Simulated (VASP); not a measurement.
Wanted: the native input for a VASP 6.6.1 run.

* Task: single point
* Functional: PBEsol
* Potentials or basis: VASP PAW PBE potentials, release 64 (Ga_d)
* Cutoff: 520 eV
* k mesh: 10 × 10 × 8
* Occupations: fermi-dirac, width 0.05 eV
* Spin: no spin polarisation
* Dipole correction: no
* Further INCAR settings: ALGO = Fast; EDIFF = 1e-06; NBANDS = 20

The structure of Ga lies in POSCAR:

```
Ga
1.0
    1.4011994555     -4.0794863395      0.0000000000
    1.4011994555      4.0794863395      0.0000000000
   -0.1189930338      0.0000000000      3.3737493278
Ga
2
Direct
    0.1310000000      0.8690000000      0.7500000000
    0.8690000000      0.1310000000      0.2500000000
```

The input as run:

INCAR

```
  PREC = Accurate
  ENCUT = 520
  EDIFF = 1E-6
  ISMEAR = -1
  SIGMA = 0.05
  LREAL = False
  LASPH = True
  NELM = 100
  ALGO = Fast
  ISIF = 2
  LWAVE = False
  LCHARG = False
  GGA = PS
  NBANDS = 20
```

KPOINTS

```
Automatic mesh
0
Gamma
  10 10 8
```

Potentials or basis: VASP PAW PBE potentials, release 64 (Ga_d).

Run with:

```console
$ cat potpaw_PBE.64/Ga_d/POTCAR > POTCAR
$ mpirun -np 1 vasp_std > vasp.out
```

Results of the run:

- Pressure: -3.8 GPa
- Largest force: 0.180 eV/Å
- Band gap on the k mesh: zero (bands 13 and 14 overlap by 8.11 eV)

Caveat: the cell stands under tension; the PAW data sets were made with another functional, which shifts forces and pressure a little.

It took 120 s on 1 thread of Intel(R) Xeon(R) Platinum 8259CL CPU @ 2.50GHz (Skylake/Cascade Lake) (shared host), peak memory 0.27 GiB.
